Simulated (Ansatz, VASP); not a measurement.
# One calculation of Ca4B3, two programs

```xyz
7
Lattice="5.0952 -0.0587 0.7200 -0.0700 4.4178 -0.1456 1.3354 -0.2647 7.1993" Properties=species:S:1:pos:R:3 pbc="T T T"
Ca    2.8203    2.3671    2.4688
Ca    5.7775    0.2458    1.8715
Ca    3.6012    0.0019    5.3260
Ca    0.8112    2.1487    5.4923
B     3.1741    2.2275    6.9815
B     6.3519   -0.2831    4.4806
B     0.2894   -1.2971    3.1617
```

Change from the starting cell: cell x1, atoms moved at random (sigma 0.1 Å) and cell strained at random (1.5 %), then relaxed without symmetry.

Alike in both runs: functional PBE; k mesh 6 × 6 × 4; occupations gaussian, width 0.2 eV; no spin polarisation.

Ansatz relaxed the structure, and its values are those at the end. VASP's run is a single point on that final structure, the one shown.

|  | VASP | Ansatz |
| --- | --- | --- |
| version | VASP 6.6.1 | Ansatz 0.2.0 |
| potentials or method | VASP PAW PBE potentials, release 64 (Ca_sv, B), cutoff 520 eV | scalar-relativistic, plane waves, PAW |
| valence electrons in the cell | 49 | 49 |

Ansatz gave:

| Property | Result |
| --- | --- |
| gap on the k mesh at the Fermi level (eV) | none |
| pressure (GPa) | 0.0 |
| rms of the force components (eV/Å) | 0.004 |

What did VASP give for the same quantities?

gap on the k mesh at the Fermi level (eV): none; pressure (GPa): 0.1; rms of the force components (eV/Å): 0.013.

A gap of «none» marks a metal or a gap that the smearing closes. The functional is the same, so the differences come from potentials, cutoffs and numerics.
